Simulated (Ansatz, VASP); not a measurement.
Y2Si3O in VASP and in Ansatz

The input INCAR:

```
PREC     = Accurate       # precision mode
ENCUT    = 600            # plane-wave cutoff, eV
EDIFF    = 1E-6           # SCF threshold, eV
ISMEAR   = 0              # smearing method
SIGMA    = 0.1            # smearing width, eV
LREAL    = False          # projectors in reciprocal space
LASPH    = True           # aspherical terms in the spheres
NELM     = 200            # most SCF steps
ALGO     = Normal         # electronic algorithm
ISIF     = 2              # what is computed and relaxed
LWAVE    = False          # write WAVECAR
LCHARG   = False          # write CHGCAR
ISPIN    = 2              # spin polarisation
MAGMOM   = 0 0 0 0 0 1    # initial moments
LORBIT   = 11             # projections on sites
LMAXMIX  = 4              # l up to which the mixer works
GGA      = PE             # functional
NBANDS   = 33             # bands
GGA_COMPAT= False
```

Contents of KPOINTS:

```
regular mesh
0
Gamma
  6 6 2
```

POSCAR

```
Y2Si3O
1.0
    3.9797326044      0.0000000000      0.0000000000
   -1.9898663022      3.4465495357      0.0000000000
    0.0000000000      0.0000000000      7.7926151668
Y Si O
2 3 1
Direct
    0.3333333333      0.6666666667      0.2451195178
    0.3333333333      0.6666666667      0.7548804822
    0.6666666667      0.3333333333      0.5000000000
    0.0000000000      0.0000000000      0.0000000000
    0.0000000000      0.0000000000      0.5000000000
    0.6666666667      0.3333333333      0.0000000000
```

Input for Ansatz:

```yaml
crystal:
  lattice:
    - [3.9797326044, 0.0, 0.0]
    - [-1.9898663022, 3.4465495357, 0.0]
    - [0.0, 0.0, 7.7926151668]
  atoms:
    - { symbol: "Y", position: [0.3333333333, 0.6666666667, 0.2451195178] }
    - { symbol: "Y", position: [0.3333333333, 0.6666666667, 0.7548804822] }
    - { symbol: Si, position: [0.6666666667, 0.3333333333, 0.5] }
    - { symbol: Si, position: [0.0, 0.0, 0.0] }
    - { symbol: Si, position: [0.0, 0.0, 0.5] }
    - { symbol: O, position: [0.6666666667, 0.3333333333, 0.0], spin: 1.0 }
basis:
  ecutwfc: 420
kpoints:
  mp_grid: { grid: [6, 6, 2] }
hamiltonian:
  xc: pbe
scf:
  occupations: { method: gaussian, width: 0.1 }
  lower_state_search: "off"
output:
  forces: true
  stress: true
  eigenvalues: true
  populations: true
magnetization:
  spin_polarized: true
```

Change from the starting cell: species swapped into the Sr2Al3Ge type (P-6m2, No. 187).

Alike in both runs: task single point; functional PBE; k mesh 6 × 6 × 2; occupations gaussian, width 0.1 eV; collinear spin.

|  | VASP | Ansatz |
| --- | --- | --- |
| version | VASP 6.6.1 | Ansatz 0.2.0 |
| potentials or method | VASP PAW PBE potentials, release 64 (Y_sv, Si, O), cutoff 600 eV | scalar-relativistic, plane waves, PAW |
| valence electrons in the cell | 40 | 40 |

|  | VASP | Ansatz | Ansatz less VASP |
| --- | --- | --- | --- |
| gap on the k mesh at the Fermi level (eV) | none | none | - |
| pressure (GPa) | -0.3 | -0.2 | +0.10 |
| traceless stress, the component that is largest in VASP (GPa) | -0.23 | -0.23 | -0.006 |
| rms of the force components (eV/Å) | 0.006 | 0.006 | +0.0001 |
| net moment per atom (μB) | 0.00 | 0.00 | 0.000 |

Atom by atom the forces differ by 0.000 eV/Å (rms over components). A gap of «none» marks a metal or a gap that the smearing closes. Ansatz's warnings: seeded moment not kept.

The k mesh is coarse, so the values compare programs but aren't converged.
